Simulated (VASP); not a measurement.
# BeS (F-43m) in VASP: settings compared, part 2 of 2

VASP 6.6.1.

## (3) Electric field gradients, LDA (functional lda, volume scaled by 1.04)

Input file INCAR:

```
  PREC = Accurate
  ENCUT = 520
  EDIFF = 1E-8
  ISMEAR = -1
  SIGMA = 0.02
  LREAL = False
  LASPH = True
  NELM = 120
  ALGO = Normal
  ISIF = 2
  LWAVE = False
  LCHARG = False
  LEFG = True
  NBANDS = 11
  GGA_COMPAT = False
```

Input file KPOINTS:

```
Automatic mesh
0
Gamma
  9 9 9
```

Input file POSCAR:

```
BeS
1.0
    0.0000000000      2.4569115543      2.4569115543
    2.4569115543      0.0000000000      2.4569115543
    2.4569115543      2.4569115543      0.0000000000
Be S
1 1
Direct
    0.0000000000      0.0000000000      0.0000000000
    0.7500000000      0.7500000000      0.7500000000
```

Potentials or basis: VASP PAW LDA potentials, release 64 (Be, S).

On the command line:

```bash
cat potpaw_LDA.64/Be/POTCAR potpaw_LDA.64/S/POTCAR > POTCAR
mpirun -np 1 vasp_std > vasp.out
```

OUTCAR:

```text
PREC = Accurate
   ENCUT = 520
   EDIFF = 1E-8
   ISMEAR = -1
   LREAL = False
   LASPH = True
   NELM = 120
   ISIF = 2

 ion  position               nearest neighbor table
   1  0.000  0.000  0.000-   2 2.13   2 2.13   2 2.13   2 2.13
   2  0.750  0.750  0.750-   1 2.13   1 2.13   1 2.13   1 2.13

  LATTYP: Found a face centered cubic cell.
 ALAT       =     4.9138231086

  Lattice vectors:

 A1 = (   0.0000000000,   2.4569115543,   2.4569115543)
 A2 = (   2.4569115543,   0.0000000000,   2.4569115543)
 A3 = (   2.4569115543,   2.4569115543,   0.0000000000)

Analysis of symmetry for initial positions (statically):
=====================================================================
 Subroutine PRICEL returns:
 Original cell was already a primitive cell.

 Routine SETGRP: Setting up the symmetry group for a
 face centered cubic supercell.

 Subroutine GETGRP returns: Found 24 space group operations
 (whereof 24 operations were pure point group operations)
 out of a pool of 48 trial point group operations.

The static configuration has the point symmetry T_d .

Analysis of symmetry for dynamics (positions and initial velocities):
=====================================================================
 Subroutine PRICEL returns:
 Original cell was already a primitive cell.

 Routine SETGRP: Setting up the symmetry group for a
 face centered cubic supercell.

 Subroutine GETGRP returns: Found 24 space group operations
 (whereof 24 operations were pure point group operations)
 out of a pool of 48 trial point group operations.

The dynamic configuration has the point symmetry T_d .

[... 161 lines left out ...]
      7       9.1859      0.00000
      8       9.1859      0.00000
      9      16.3619      0.00000
     10      16.3619      0.00000
     11      17.9233      0.00000
[... 309 lines left out ...]
 k-point    24 :       0.4444    0.4444    0.0000
  band No.  band energies     occupation
      1      -7.8230      2.00000
      2      -1.0765      2.00000
      3       1.1414      2.00000
      4       1.1414      2.00000
      5       6.7074      0.00000
      6       8.5271      0.00000
      7      15.5333      0.00000
      8      15.5333      0.00000
      9      18.0114      0.00000
     10      19.6711      0.00000
     11      20.4025      0.00000

 [... further k-points ...]
[... 5 lines left out ...]
  --------------------------------------------------------------------------------------
  -------------------------------------------------------------------------------------
  Total       -1.1911377     -1.1911377     -1.1911377      0.0000000      0.0000000      0.0000000
  in kB      -64.3389545    -64.3389545    -64.3389545      0.0000000      0.0000000      0.0000000
  external PRESSURE =     -64.3389545 kB  Pullay stress =       0.0000000 kB

 VOLUME and BASIS-vectors are now :
 -----------------------------------------------------------------------------
  energy-cutoff  :      520.00
  volume of cell :       29.66
      direct lattice vectors                 reciprocal lattice vectors
     0.000000000  2.456911554  2.456911554    -0.203507529  0.203507529  0.203507529
     2.456911554  0.000000000  2.456911554     0.203507529 -0.203507529  0.203507529
     2.456911554  2.456911554  0.000000000     0.203507529  0.203507529 -0.203507529

 POSITION                                       TOTAL-FORCE (eV/Angst)
 -----------------------------------------------------------------------------------
      0.00000      0.00000      0.00000         0.000000      0.000000      0.000000
      3.68537      3.68537      3.68537        -0.000000     -0.000000     -0.000000
 -----------------------------------------------------------------------------------
    total drift:                                0.000000      0.000000      0.000000

  FREE ENERGIE OF THE ION-ELECTRON SYSTEM (eV)
  ---------------------------------------------------
  free  energy   TOTEN  =       -11.0990527080 eV

  energy  without entropy=      -11.0990527080  energy(sigma->0) =      -11.09905271

 Electric field gradients (V/A^2)
---------------------------------------------------------------------
 ion       V_xx      V_yy      V_zz      V_xy      V_xz      V_yz
---------------------------------------------------------------------
   1      -0.000    -0.000    -0.000     0.000     0.000     0.000
   2       0.000    -0.000     0.000     0.000     0.000     0.000
---------------------------------------------------------------------

 Electric field gradients after diagonalization (V/A^2)
 (convention: |V_zz| > |V_xx| > |V_yy|)
----------------------------------------------------------------------
 ion       V_xx      V_yy      V_zz     asymmetry (V_yy - V_xx)/ V_zz
----------------------------------------------------------------------
   1      -0.000    -0.000     0.000       0.000
   2      -0.000    -0.000     0.001       0.000
----------------------------------------------------------------------

           NMR quadrupolar parameters

 Cq : quadrupolar parameter    Cq=e*Q*V_zz/h
 eta: asymmetry parameters     (V_yy - V_xx)/ V_zz
 Q  : nuclear electric quadrupole moment in mb (millibarn)
----------------------------------------------------------------------
 ion       Cq(MHz)       eta       Q (mb)
----------------------------------------------------------------------
   1       0.000       0.000       1.000
   2       0.000       0.000       1.000
----------------------------------------------------------------------
```

OSZICAR:

```text
N       E                     dE             d eps       ncg     rms          rms(c)
DAV:   1     0.182290905411E+02    0.18229E+02   -0.38231E+03   770   0.625E+02
DAV:   2    -0.101873950501E+02   -0.28416E+02   -0.27407E+02  1005   0.110E+02
DAV:   3    -0.113102693558E+02   -0.11229E+01   -0.11209E+01   997   0.224E+01
DAV:   4    -0.113164281564E+02   -0.61588E-02   -0.61581E-02   882   0.189E+00
DAV:   5    -0.113164817714E+02   -0.53615E-04   -0.53615E-04   952   0.179E-01    0.541E+00
DAV:   6    -0.111579481306E+02    0.15853E+00   -0.13473E-01   871   0.162E+00    0.359E+00
DAV:   7    -0.110995051206E+02    0.58443E-01   -0.11902E-01   894   0.161E+00    0.854E-01
DAV:   8    -0.110990912902E+02    0.41383E-03   -0.61697E-03   925   0.403E-01    0.144E-01
DAV:   9    -0.110990498703E+02    0.41420E-04   -0.30364E-04   898   0.109E-01    0.419E-02
DAV:  10    -0.110990519831E+02   -0.21128E-05   -0.24445E-05   921   0.234E-02    0.105E-02
DAV:  11    -0.110990527023E+02   -0.71921E-06   -0.38262E-06   893   0.101E-02    0.621E-03
DAV:  12    -0.110990527080E+02   -0.56918E-08   -0.91302E-08   925   0.211E-03
   1 F= -.11099053E+02 E0= -.11099053E+02  d E =-.302616E-11
```

Run time: 6.8 s. Hardware: 1 thread of Intel Xeon 6975P-C, shared host; peak memory 0.14 GiB.

What came out:

- Free energy: -11.0991 eV
- Pressure: -6.4 GPa
- Band gap on the k mesh: 3.08 eV, indirect (least direct gap 5.35 eV)

Caveat: without QUAD_EFG the Cq values of the log hold for a quadrupole moment of 1 mb, not for the nuclei.

## (4) Electric field gradients, PBEsol (functional pbesol, volume scaled by 1.04)

Input file INCAR:

```
  ALGO = Normal
  EDIFF = 1E-8
  ENCUT = 520
  GGA = PS
  GGA_COMPAT = False
  ISIF = 2
  ISMEAR = -1
  LASPH = True
  LCHARG = False
  LEFG = True
  LREAL = False
  LWAVE = False
  NBANDS = 11
  NELM = 120
  PREC = Accurate
  SIGMA = 0.02
```

Input file KPOINTS:

```
k-points
0
Gamma
  9 9 9
```

POSCAR is that of step 3.

Potentials or basis: VASP PAW PBE potentials, release 64 (Be, S).

On the command line:

```bash
cat potpaw_PBE.64/Be/POTCAR potpaw_PBE.64/S/POTCAR > POTCAR
mpirun -np 1 vasp_std > vasp.out
```

OUTCAR:

```text
EDIFF = 1E-8
   ENCUT = 520
   GGA = PS
   ISIF = 2
   ISMEAR = -1
   LASPH = True
   LREAL = False
   NELM = 120
   PREC = Accurate

 ion  position               nearest neighbor table
   1  0.000  0.000  0.000-   2 2.13   2 2.13   2 2.13   2 2.13
   2  0.750  0.750  0.750-   1 2.13   1 2.13   1 2.13   1 2.13

  LATTYP: Found a face centered cubic cell.
 ALAT       =     4.9138231086

  Lattice vectors:

 A1 = (   0.0000000000,   2.4569115543,   2.4569115543)
 A2 = (   2.4569115543,   0.0000000000,   2.4569115543)
 A3 = (   2.4569115543,   2.4569115543,   0.0000000000)

Analysis of symmetry for initial positions (statically):
=====================================================================
 Subroutine PRICEL returns:
 Original cell was already a primitive cell.

 Routine SETGRP: Setting up the symmetry group for a
 face centered cubic supercell.

 Subroutine GETGRP returns: Found 24 space group operations
[... 523 lines left out ...]
  volume of cell :       29.66
      direct lattice vectors                 reciprocal lattice vectors
     0.000000000  2.456911554  2.456911554    -0.203507529  0.203507529  0.203507529
     2.456911554  0.000000000  2.456911554     0.203507529 -0.203507529  0.203507529
     2.456911554  2.456911554  0.000000000     0.203507529  0.203507529 -0.203507529

 POSITION                                       TOTAL-FORCE (eV/Angst)
 -----------------------------------------------------------------------------------
      0.00000      0.00000      0.00000        -0.000000     -0.000000     -0.000000
      3.68537      3.68537      3.68537         0.000000      0.000000      0.000000
 -----------------------------------------------------------------------------------
    total drift:                                0.000000      0.000000      0.000000

  FREE ENERGIE OF THE ION-ELECTRON SYSTEM (eV)
  ---------------------------------------------------
  free  energy   TOTEN  =       -10.5476909213 eV

  energy  without entropy=      -10.5476909213  energy(sigma->0) =      -10.54769092

 Electric field gradients (V/A^2)
---------------------------------------------------------------------
 ion       V_xx      V_yy      V_zz      V_xy      V_xz      V_yz
---------------------------------------------------------------------
   1      -0.000    -0.000    -0.000     0.000     0.000     0.000
   2       0.000    -0.000     0.000     0.000     0.000     0.000
---------------------------------------------------------------------

 Electric field gradients after diagonalization (V/A^2)
 (convention: |V_zz| > |V_xx| > |V_yy|)
----------------------------------------------------------------------
 ion       V_xx      V_yy      V_zz     asymmetry (V_yy - V_xx)/ V_zz
----------------------------------------------------------------------
   1      -0.000    -0.000     0.000       0.000
   2      -0.000    -0.000     0.001       0.000
----------------------------------------------------------------------

           NMR quadrupolar parameters

 Cq : quadrupolar parameter    Cq=e*Q*V_zz/h
 eta: asymmetry parameters     (V_yy - V_xx)/ V_zz
 Q  : nuclear electric quadrupole moment in mb (millibarn)
----------------------------------------------------------------------
 ion       Cq(MHz)       eta       Q (mb)
----------------------------------------------------------------------
   1       0.000       0.000       1.000
   2       0.000       0.000       1.000
----------------------------------------------------------------------
```

OSZICAR:

```text
N       E                     dE             d eps       ncg     rms          rms(c)
DAV:   1     0.197163631382E+02    0.19716E+02   -0.37891E+03   770   0.619E+02
DAV:   2    -0.948522143742E+01   -0.29202E+02   -0.28110E+02  1003   0.116E+02
DAV:   3    -0.107080294283E+02   -0.12228E+01   -0.12207E+01  1022   0.239E+01
DAV:   4    -0.107148992278E+02   -0.68698E-02   -0.68688E-02   927   0.207E+00
DAV:   5    -0.107149589239E+02   -0.59696E-04   -0.59696E-04   984   0.189E-01    0.505E+00
DAV:   6    -0.105887139113E+02    0.12625E+00   -0.11466E-01   878   0.151E+00    0.334E+00
DAV:   7    -0.105474159094E+02    0.41298E-01   -0.94666E-02   908   0.151E+00    0.842E-01
DAV:   8    -0.105476271994E+02   -0.21129E-03   -0.54823E-03  1021   0.374E-01    0.119E-01
DAV:   9    -0.105476707354E+02   -0.43536E-04   -0.33018E-04   938   0.117E-01    0.300E-02
DAV:  10    -0.105476891356E+02   -0.18400E-04   -0.36773E-05   959   0.330E-02    0.819E-03
DAV:  11    -0.105476907036E+02   -0.15680E-05   -0.71133E-06   973   0.135E-02    0.639E-03
DAV:  12    -0.105476908809E+02   -0.17729E-06   -0.20270E-07   980   0.322E-03    0.125E-03
DAV:  13    -0.105476909591E+02   -0.78191E-07   -0.45487E-08   915   0.103E-03    0.188E-03
DAV:  14    -0.105476909216E+02    0.37505E-07   -0.54125E-09   466   0.355E-04    0.174E-04
DAV:  15    -0.105476909213E+02    0.26404E-09   -0.40597E-10   436   0.142E-04
   1 F= -.10547691E+02 E0= -.10547691E+02  d E =-.192853E-12
```

stdout:

```text
POSCAR found type information on POSCAR BeS
 POSCAR found :  2 types and       2 ions
 scaLAPACK will be used
 -----------------------------------------------------------------------------
|                                                                             |
|                                                                             |
|     You enforced a specific xc type in the INCAR file but a different       |
|     I HOPE YOU KNOW WHAT YOU ARE DOING!                                     |
|                                                                             |
 -----------------------------------------------------------------------------

 LDA part: xc-table for (Slater+PW92), standard interpolation
 POSCAR, INCAR and KPOINTS ok, starting setup
 FFT: planning ... GRIDC
 FFT: planning ... GRID_SOFT
 FFT: planning ... GRID
 WAVECAR not read
 entering main loop
ion   1

ion   2
```

Wall time 13 s (1 thread of Intel Xeon 6975P-C, shared host); peak memory 0.15 GiB.

Results:

```yaml
Free_energy: -10.5477 eV
Pressure: -4.0 GPa
Band_gap_on_the_k_mesh: 3.11 eV, indirect (least direct gap 5.38 eV)
```

Levels at points of the mesh, in eV from the valence-band top:
| k point | band 2 | band 3 | band 4 | band 5 | band 6 | band 7 |
| --- | --- | --- | --- | --- | --- | --- |
| (0.00, 0.00, 0.00) | 0.00 | 0.00 | 0.00 | 5.38 | 5.62 | 5.62 |

Caveat: without QUAD_EFG the Cq values of the log hold for a quadrupole moment of 1 mb, not for the nuclei; the PAW data sets were made with another functional, which shifts forces and pressure a little.

## (5) Summary

| level | potentials or basis | cell | k mesh | gap on the mesh (eV) | pressure (GPa) |
| --- | --- | --- | --- | --- | --- |
| LDA | VASP PAW LDA potentials, release 64 (Be, S) | a = 3.429 Å, angles 60.0°, 2 atoms | 9 × 9 × 9, shifted | 3.10 | -3.2 |
| LDA | VASP PAW LDA potentials, release 64 (Be, S) | a = 3.475 Å, angles 60.0°, 2 atoms | 9 × 9 × 9 | 3.08 | -6.4 |
| PBEsol | VASP PAW PBE potentials, release 64 (Be, S) | a = 3.475 Å, angles 60.0°, 2 atoms | 9 × 9 × 9 | 3.11 | -4.0 |

Alike in all rows: task electric field gradients; no spin polarisation; cutoff (eV) 520; smearing fermi-dirac 0.02 eV.

Caveats: the PAW data sets were made with another functional, which shifts forces and pressure a little (some runs).

Total energies depend on the potentials used, so only differences within one code and one set of settings carry meaning.
